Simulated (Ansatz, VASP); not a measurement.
One calculation of Mg, two programs

```
Mg
1.0
    -1.83599    1.83599    1.67940
     1.83599   -1.83599    1.67940
     1.83599    1.83599   -1.67940
Mg
1
Direct
  0.00000 0.00000 0.00000
```

Alike in both runs: task relaxation of cell and atoms; functional PBE; k mesh 11 × 11 × 11; occupations fermi-dirac, width 0.05 eV; no spin polarisation.

|  | VASP | Ansatz |
| --- | --- | --- |
| version | VASP 6.6.1 | Ansatz 0.2.0 |
| potentials or method | VASP PAW PBE potentials, release 64 (Mg) | Ansatz PAW |
| plane-wave cutoff (eV) | 600 | 420 |
| valence electrons in the cell | 2 | 10 |

VASP gave:

| Property | Result |
| --- | --- |
| gap on the k mesh at the Fermi level, each at its own relaxed structure (eV) | none |
| relaxed volume (Å³/atom) | 22.76 |
| relaxed cell length with the largest relative difference (Å) | 3.092 |

Q: Which values does Ansatz return?

A: gap on the k mesh at the Fermi level, each at its own relaxed structure (eV): none; relaxed volume (Å³/atom): 22.83; relaxed cell length with the largest relative difference (Å): 3.095.

A gap of «none» marks a metal or a gap that the smearing closes. VASP's potentials hold 2 valence electrons a cell and Ansatz's 10, so a difference there can come from the potentials and not from the codes.

Noted on Ansatz's run: the plane-wave basis is chosen anew once the cell has moved, so the energies of steps on either side of that aren't comparable.
